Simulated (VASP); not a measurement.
# Co (P6/mmm) in VASP: further runs

Co is run at these levels: PBEsol; tasks: single point, relaxation of cell and atoms.

Program: VASP 6.6.1. These are calculated values, not measurements. Logs are shortened: lines on timing, memory, paths and dates and some standing lists are left out, and cuts for length are marked.

### 1 The cell of the first run

It takes space group P6/mmm (No. 191, hexagonal). The conventional cell has a = 3.907 Å, b = 3.907 Å, c = 2.401 Å, α = 90.00°, β = 90.00°, γ = 120.00°. Co (site symmetry 6/mmm) has 14 Co at 2.40 to 2.56 Å within 3.2 Å. Co (site symmetry -6m2) has 11 Co at 2.26 to 2.56 Å within 3.0 Å.

### 2 Single point, PBEsol, collinear spin, ferromagnetic start

INCAR

```
SYSTEM = Co
ALGO = Normal
EDIFF = 1E-7
ENCUT = 520
GGA = PS
ISIF = 2
ISMEAR = 0
ISPIN = 2
LASPH = .TRUE.
LCHARG = .FALSE.
LMAXMIX = 4
LORBIT = 11
LREAL = .FALSE.
LWAVE = .FALSE.
MAGMOM = 1.96 2.01 2.01
NBANDS = 24
NELM = 150
PREC = Accurate
SIGMA = 0.1
```

KPOINTS

```
k-points
0
G
  6 6 6
  0 0 0
```

POSCAR

```
Co
1.0
    3.9066888809      0.0000000000      0.0000000000
   -1.9533444405      3.3832918155      0.0000000000
    0.0000000000      0.0000000000      2.4008785709
Co
3
Direct
    0.0000000000      0.0000000000      0.0000000000
    0.3333333333      0.6666666667      0.5000000000
    0.6666666667      0.3333333333      0.5000000000
```

Potentials or basis: VASP PAW PBE potentials, release 64 (Co).

On the command line:

```bash
$ cat potpaw_PBE.64/Co/POTCAR > POTCAR
$ mpirun -np 1 vasp_std > vasp.out
```

OUTCAR:

```text
SYSTEM = Co
   EDIFF = 1E-7
   ENCUT = 520
   GGA = PS
   ISIF = 2
   ISMEAR = 0
   ISPIN = 2
   LASPH = .TRUE.
   LORBIT = 11
   LREAL = .FALSE.
   NELM = 150
   PREC = Accurate

 ion  position               nearest neighbor table
   1  0.000  0.000  0.000-   2 2.56   3 2.56   2 2.56   3 2.56   2 2.56   2 2.56   3 2.56   3 2.56
                             3 2.56   3 2.56   2 2.56   2 2.56
   2  0.333  0.667  0.500-   3 2.26   3 2.26   3 2.26   1 2.56   1 2.56   1 2.56   1 2.56   1 2.56
                             1 2.56
   3  0.667  0.333  0.500-   2 2.26   2 2.26   2 2.26   1 2.56   1 2.56   1 2.56   1 2.56   1 2.56
                             1 2.56

  LATTYP: Found a hexagonal cell.
 ALAT       =     3.9066888809
 C/A-ratio  =     0.6145558666

  Lattice vectors:

 A1 = (   3.9066888809,   0.0000000000,   0.0000000000)
 A2 = (  -1.9533444405,   3.3832918155,   0.0000000000)
 A3 = (   0.0000000000,   0.0000000000,   2.4008785709)

Analysis of symmetry for initial positions (statically):
=====================================================================
 Subroutine PRICEL returns:
 Original cell was already a primitive cell.

 Routine SETGRP: Setting up the symmetry group for a
 hexagonal supercell.

 Subroutine GETGRP returns: Found 24 space group operations
 (whereof 24 operations were pure point group operations)
 out of a pool of 24 trial point group operations.

The static configuration has the point symmetry D_6h.

Analysis of symmetry for dynamics (positions and initial velocities):
=====================================================================
 Subroutine PRICEL returns:
 Original cell was already a primitive cell.

 Routine SETGRP: Setting up the symmetry group for a
 hexagonal supercell.

 Subroutine GETGRP returns: Found 24 space group operations
 (whereof 24 operations were pure point group operations)
 out of a pool of 24 trial point group operations.

The dynamic configuration has the point symmetry D_6h.

Analysis of structural, dynamic, and magnetic symmetry:
=====================================================================
 Subroutine PRICEL returns:
 Original cell was already a primitive cell.

 Routine SETGRP: Setting up the symmetry group for a
 hexagonal supercell.

 Subroutine GETGRP returns: Found 24 space group operations
 (whereof 24 operations were pure point group operations)
 out of a pool of 24 trial point group operations.

The overall configuration has the point symmetry D_6h.

 Subroutine INISYM returns: Found 24 space group operations
 (whereof 24 operations are pure point group operations),
[... 118 lines left out ...]
     AMIX_MAG =   1.60;   BMIX_MAG =  1.00
  volume/ion in A,a.u.               =      10.58        71.38
  Fermi-wavevector in a.u.,A,eV,Ry     =   1.551279  2.931492 32.741967  2.406467
  Thomas-Fermi vector in A             =   2.655821
   LORBIT       =     11    0 simple, 1 ext, 2 COOP (PROOUT), +10 PAW based schemes
   GGA     = PS    functional components
   LHFCALC =     F    Hartree Fock is set to
   AEXX    =    0.0000 exact exchange contribution
   IVDW    =     0    specifies the selected vdW correction
   LEPSILON=     F    determine dielectric tensor
   LRPA    =     F    only Hartree local field effects (RPA)
 spin polarized calculation
 Gauss-broadening in eV      SIGMA  =   0.10
  energy-cutoff  :      520.00
  volume of cell :       31.73
 maximum number of plane-waves:       903
 NGX is ok and might be reduce to    30
   NGX = 15   NGY = 15   NGZ =  9

 number of electron      26.9999994 magnetization       4.9352198

 Free energy of the ion-electron system (eV)
  ---------------------------------------------------
  ext. energy  EPLUGINS =         0.00000000
  ---------------------------------------------------
  free energy    TOTEN  =       -22.94801368 eV

  energy without entropy =      -22.93682827  energy(sigma->0) =      -22.94242097

 E-fermi :  10.5872     XC(G=0): -13.7197

 val. band max:       10.5793393786   @ k =   0.5000   0.0000   0.1667
 cond. band min:      10.5885755406   @ k =   0.1667   0.1667   0.3333
 fundamental gap:      0.0092361620
 Fermi energy:        10.5871964549

 spin component 1

 k-point     1 :       0.0000    0.0000    0.0000
  band No.  band energies     occupation
      1       1.3086      1.00000
      2       5.6421      1.00000
      3       6.9798      1.00000
      4       6.9798      1.00000
      5       7.0217      1.00000
      6       7.0217      1.00000
[... 637 lines left out ...]
     23      22.5850      0.00000
     24      28.4763      0.00000

 [... further k-points ...]

 spin component 2

 k-point     1 :       0.0000    0.0000    0.0000
  band No.  band energies     occupation
      1       1.4117      1.00000
      2       6.8452      1.00000
      3       8.1251      1.00000
      4       8.1251      1.00000
      5       8.1568      1.00000
      6       8.1568      1.00000
[... 637 lines left out ...]
     23      23.1417      0.00000
     24      28.7158      0.00000

 [... further k-points ...]
[... 5 lines left out ...]
  --------------------------------------------------------------------------------------
  -------------------------------------------------------------------------------------
  Total       -0.2160867     -0.2160867     -0.1639528      0.0000000     -0.0000000      0.0000000
  in kB      -10.9098824    -10.9098824     -8.2777262      0.0000000     -0.0000000      0.0000000
  external PRESSURE =     -10.0324970 kB  Pullay stress =       0.0000000 kB

 VOLUME and BASIS-vectors are now :
 -----------------------------------------------------------------------------
  energy-cutoff  :      520.00
  volume of cell :       31.73
      direct lattice vectors                 reciprocal lattice vectors
     3.906688881  0.000000000  0.000000000     0.255971241  0.147785065  0.000000000
    -1.953344441  3.383291815  0.000000000     0.000000000  0.295570129  0.000000000
     0.000000000  0.000000000  2.400878571     0.000000000  0.000000000  0.416514193

 POSITION                                       TOTAL-FORCE (eV/Angst)
 -----------------------------------------------------------------------------------
      0.00000      0.00000      0.00000         0.000000      0.000000      0.000000
     -0.00000      2.25553      1.20044         0.000000     -0.000000      0.000000
      1.95334      1.12776      1.20044        -0.000000      0.000000     -0.000000
 -----------------------------------------------------------------------------------
    total drift:                               -0.000000      0.000000      0.000000

  FREE ENERGIE OF THE ION-ELECTRON SYSTEM (eV)
  ---------------------------------------------------
  free  energy   TOTEN  =       -22.9480136806 eV

  energy  without entropy=      -22.9368282663  energy(sigma->0) =      -22.94242097

 total charge

# of ion       s       p       d       tot
------------------------------------------
    1        0.481   0.531   7.265   8.277
    2        0.517   0.558   7.299   8.375
    3        0.517   0.558   7.299   8.375
--------------------------------------------------
tot          1.515   1.647  21.863  25.026

 magnetization (x)

# of ion       s       p       d       tot
------------------------------------------
    1       -0.009  -0.045   1.661   1.607
    2       -0.009  -0.039   1.719   1.672
    3       -0.009  -0.039   1.719   1.672
--------------------------------------------------
tot         -0.026  -0.123   5.099   4.950
```

stdout:

```text
POSCAR found type information on POSCAR Co
 POSCAR found :  1 types and       3 ions
 scaLAPACK will be used
 -----------------------------------------------------------------------------
|                                                                             |
|                                                                             |
|     You enforced a specific xc type in the INCAR file but a different       |
|     I HOPE YOU KNOW WHAT YOU ARE DOING!                                     |
|                                                                             |
 -----------------------------------------------------------------------------

 LDA part: xc-table for (Slater+PW92), standard interpolation
 POSCAR, INCAR and KPOINTS ok, starting setup
 FFT: planning ... GRIDC
 FFT: planning ... GRID_SOFT
 FFT: planning ... GRID
 WAVECAR not read
 entering main loop
```

Run time: 2.6 min. Hardware: 1 thread of AMD EPYC 7R13, shared host; peak memory 0.14 GiB.

What came out:

| Property | Result |
| --- | --- |
| Free energy | -22.9480 eV |
| Pressure | -1.0 GPa |
| Net moment | 4.94 μB per cell |
| Site moments | Co +1.61, +1.67 μB |
| Valence electrons inside the program's atomic spheres | Co 8.28, 8.38 |

Stress tensor (GPa, compression positive):
```
-1.09  0.00  0.00
 0.00 -1.09  0.00
 0.00  0.00 -0.83
```

Caveat: the k points lie up to 0.44 Å⁻¹ apart; the PAW data sets were made with another functional, which shifts forces and pressure a little.

### 3 Relaxation of cell and atoms, PBEsol, collinear spin, ferromagnetic start

This run uses another cell than the first one, of 12.60 Å³/atom, 1.191 times its volume.

INCAR

```
SYSTEM = Co
PREC = Accurate
ENCUT = 600
EDIFF = 1E-6
ISMEAR = 0
SIGMA = 0.1
LREAL = .False.
LASPH = .True.
NELM = 150
ALGO = Normal
ISIF = 3
LWAVE = .False.
LCHARG = .False.
ISPIN = 2
MAGMOM = 1.96 2.01 2.01
LORBIT = 11
LMAXMIX = 4
GGA = PS
IBRION = 2
NSW = 90
EDIFFG = -0.04
```

KPOINTS

```
regular mesh
0
Gamma
  6 6 6
  0 0 0
```

POSCAR

```
Co
1.0
    4.1443119443      0.0000000000      0.0000000000
   -2.0721559722      3.5890794250      0.0000000000
    0.0000000000      0.0000000000      2.5406434094
Co
3
Direct
    0.0000000000      0.0000000000      0.0000000000
    0.3333333333      0.6666666667      0.5000000000
    0.6666666667      0.3333333333      0.5000000000
```

Potentials or basis: VASP PAW PBE potentials, release 64 (Co).

On the command line:

```bash
$ cat potpaw_PBE.64/Co/POTCAR > POTCAR
$ mpirun -np 1 vasp_std > vasp.out
```

OUTCAR:

```text
SYSTEM = Co
   PREC = Accurate
   ENCUT = 600
   EDIFF = 1E-6
   ISMEAR = 0
   LREAL = .False.
   LASPH = .True.
   NELM = 150
   ISIF = 3
   ISPIN = 2
   LORBIT = 11
   GGA = PS
   IBRION = 2
   NSW = 90
   EDIFFG = -0.04

 ion  position               nearest neighbor table
   1  0.000  0.000  0.000-   2 2.71   3 2.71   2 2.71   3 2.71   3 2.71   3 2.71   2 2.71   2 2.71
                             3 2.71   3 2.71   2 2.71   2 2.71
   2  0.333  0.667  0.500-   3 2.39   3 2.39   3 2.39   1 2.71   1 2.71   1 2.71   1 2.71   1 2.71
                             1 2.71
   3  0.667  0.333  0.500-   2 2.39   2 2.39   2 2.39   1 2.71   1 2.71   1 2.71   1 2.71   1 2.71
                             1 2.71

  LATTYP: Found a hexagonal cell.
 ALAT       =     4.1443119443
 C/A-ratio  =     0.6130434783

  Lattice vectors:

 A1 = (   4.1443119443,   0.0000000000,   0.0000000000)
 A2 = (  -2.0721559722,   3.5890794250,   0.0000000000)
 A3 = (   0.0000000000,   0.0000000000,   2.5406434094)

Analysis of symmetry for initial positions (statically):
=====================================================================
 Subroutine PRICEL returns:
 Original cell was already a primitive cell.

 Routine SETGRP: Setting up the symmetry group for a
 hexagonal supercell.

 Subroutine GETGRP returns: Found 24 space group operations
 (whereof 24 operations were pure point group operations)
 out of a pool of 24 trial point group operations.

[... 185 lines left out ...]
 cond. band min:       8.2683853159   @ k =   0.5000   0.0000   0.0000
 fundamental gap:      0.0575675123
 Fermi energy:         8.2180757816

 spin component 1

 k-point     1 :       0.0000    0.0000    0.0000
  band No.  band energies     occupation
      1      -0.0026      1.00000
      2       4.0246      1.00000
      3       5.0626      1.00000
      4       5.0626      1.00000
      5       5.1193      1.00000
      6       5.1193      1.00000
[... 1209 lines left out ...]
--------------------------------------- Ionic step        4  -------------------------------------------

 number of electron      27.0000015 magnetization       4.9255114

 Free energy of the ion-electron system (eV)
  ---------------------------------------------------
  ext. energy  EPLUGINS =         0.00000000
  ---------------------------------------------------
  free energy    TOTEN  =       -22.95077265 eV

  energy without entropy =      -22.93948860  energy(sigma->0) =      -22.94513062

 E-fermi :  10.6386     XC(G=0): -13.7404

 val. band max:       10.6384818901   @ k =   0.3333   0.0000   0.3333
 cond. band min:      10.6955490397   @ k =   0.3333   0.1667   0.0000
 fundamental gap:      0.0570671495
 Fermi energy:        10.6385829547

 spin component 1

 k-point     1 :       0.0000    0.0000    0.0000
  band No.  band energies     occupation
      1       1.3383      1.00000
      2       5.6771      1.00000
      3       7.0218      1.00000
      4       7.0218      1.00000
      5       7.0634      1.00000
      6       7.0634      1.00000
[... 1129 lines left out ...]
  FREE ENERGIE OF THE ION-ELECTRON SYSTEM (eV)
  ---------------------------------------------------
  free  energy   TOTEN  =       -22.9507726488 eV

  energy  without entropy=      -22.9394886011  energy(sigma->0) =      -22.94513062

 reached required accuracy - stopping structural energy minimisation

 total charge

# of ion       s       p       d       tot
------------------------------------------
    1        0.482   0.533   7.268   8.284
    2        0.519   0.561   7.302   8.382
    3        0.519   0.561   7.302   8.382
--------------------------------------------------
tot          1.520   1.656  21.873  25.049

 magnetization (x)

# of ion       s       p       d       tot
------------------------------------------
    1       -0.009  -0.046   1.657   1.603
    2       -0.009  -0.039   1.716   1.668
    3       -0.009  -0.039   1.716   1.668
--------------------------------------------------
tot         -0.026  -0.123   5.088   4.939
```

It took 6.5 min on 1 thread of AMD EPYC 7R13, shared host; peak memory 0.18 GiB.

Results:

* Free energy: -22.9508 eV
* Relaxed volume: 10.54 Å³/atom
* Relaxed cell: a = 3.901 Å, b = 3.901 Å, c = 2.399 Å, α = 90.00°, β = 90.00°, γ = 120.00°
* Space group after relaxing (to 0.05 Å): P6/mmm (No. 191)
* Energy gained by relaxing: 209.8 meV/atom
* Ionic steps: 4
* Pressure after relaxing: -0.2 GPa
* Net moment: 4.93 μB per cell
* Site moments: Co +1.60, +1.67 μB
* Valence electrons inside the program's atomic spheres: Co 8.28, 8.38

The path:
```tsv
step	energy change (eV)	largest force (eV/Å)	pressure (GPa)	volume (Å³)
1	0.0000	0.0000	-27.42	37.79
2	-0.0387	0.0000	48.39	27.18
3	-0.6288	0.0000	-1.18	31.76
4	-0.6294	0.0000	-0.24	31.62
```

Final structure:
```cif
data_structure
_symmetry_space_group_name_H-M 'P 1'
_symmetry_Int_Tables_number 1
_cell_length_a 3.9012
_cell_length_b 3.9012
_cell_length_c 2.3993
_cell_angle_alpha 90.000
_cell_angle_beta 90.000
_cell_angle_gamma 120.000
_cell_volume 31.62
loop_
_atom_site_label
_atom_site_type_symbol
_atom_site_fract_x
_atom_site_fract_y
_atom_site_fract_z
_atom_site_occupancy
Co1 Co 0.00000 0.00000 0.00000 1
Co2 Co 0.33333 0.66667 0.50000 1
Co3 Co 0.66667 0.33333 0.50000 1
```

Levels at points of the mesh, in eV from the Fermi level:
Spin up:
```csv
k point,band 12,band 13,band 14,band 15,band 16,band 17,band 18,band 19,band 20
"(0.00, 0.00, 0.00)",-2.14,-1.95,-1.95,-0.70,-0.70,6.51,6.51,6.52,6.52
"(0.50, 0.00, 0.00)",-1.12,-1.12,-1.06,-0.96,-0.69,-0.53,0.08,7.00,16.11
"(0.00, 0.00, 0.50)",-1.07,-0.77,-0.77,-0.18,0.88,1.75,10.02,10.61,10.61
"(0.50, 0.00, 0.50)",-1.17,-1.02,-0.71,-0.37,1.58,1.88,5.28,6.04,8.82
```
Spin down:
| k point | band 7 | band 8 | band 9 | band 10 | band 11 | band 12 | band 13 | band 14 | band 15 | band 16 |
| --- | --- | --- | --- | --- | --- | --- | --- | --- | --- | --- |
| (0.00, 0.00, 0.00) | -2.04 | -1.40 | -0.81 | -0.81 | -0.22 | -0.22 | -0.18 | -0.18 | 1.30 | 1.30 |
| (0.50, 0.00, 0.00) | -1.64 | -1.44 | -0.91 | -0.10 | -0.08 | 0.15 | 0.57 | 0.89 | 0.90 | 0.94 |
| (0.00, 0.00, 0.50) | -1.02 | -1.02 | -0.85 | -0.85 | 0.80 | 0.80 | 1.05 | 1.05 | 1.57 | 2.39 |
| (0.50, 0.00, 0.50) | -1.40 | -1.06 | -0.83 | -0.73 | -0.04 | 0.57 | 0.92 | 1.16 | 1.42 | 2.35 |

Caveat: the k points lie up to 0.44 Å⁻¹ apart in the final cell; the volume moved by over 15 % at a fixed basis, so the end points are rough; the PAW data sets were made with another functional, which shifts forces and pressure a little.
